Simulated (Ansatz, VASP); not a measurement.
**Two plane-wave programs on HfN**

```
CELL_PARAMETERS angstrom
0.00000 2.45482 2.45482
2.45482 0.00000 2.45482
2.45482 2.45482 0.00000
ATOMIC_POSITIONS crystal
Hf 0.00000 0.00000 0.00000
N 0.25000 0.25000 0.25000
```

Alike in both runs: task relaxation of cell and atoms; functional LDA; k mesh 9 × 9 × 9; occupations fermi-dirac, width 0.05 eV; no spin polarisation; Hubbard terms Hf d U = 3.0 eV.

|  | VASP | Ansatz |
| --- | --- | --- |
| version | VASP 6.6.1 | Ansatz 0.2.0 |
| potentials or method | VASP PAW LDA potentials, release 64 (Hf_pv, N) | Ansatz PAW |
| plane-wave cutoff (eV) | 600 | 420 |
| valence electrons in the cell | 15 | 31 |

VASP gave:

* gap on the k mesh at the Fermi level, each at its own relaxed structure (eV): none
* relaxed volume (Å³/atom): 14.70
* relaxed cell length with the largest relative difference (Å): 3.464

Q: Which values does Ansatz return?

A: gap on the k mesh at the Fermi level, each at its own relaxed structure (eV): none; relaxed volume (Å³/atom): 14.37; relaxed cell length with the largest relative difference (Å): 3.438.

LDA's correlation is that of Perdew and Zunger in VASP and of Perdew and Wang (1992) in Ansatz. The programs project onto different local orbitals, so the same U acts differently, and such runs can settle in different states. A gap of «none» marks a metal or a gap that the smearing closes. VASP's potentials hold 15 valence electrons a cell and Ansatz's 31, so a difference there can come from the potentials and not from the codes.

Spin-orbit coupling is off throughout. Noted on Ansatz's run: the plane-wave basis is chosen anew once the cell has moved, so the energies of steps on either side of that aren't comparable.
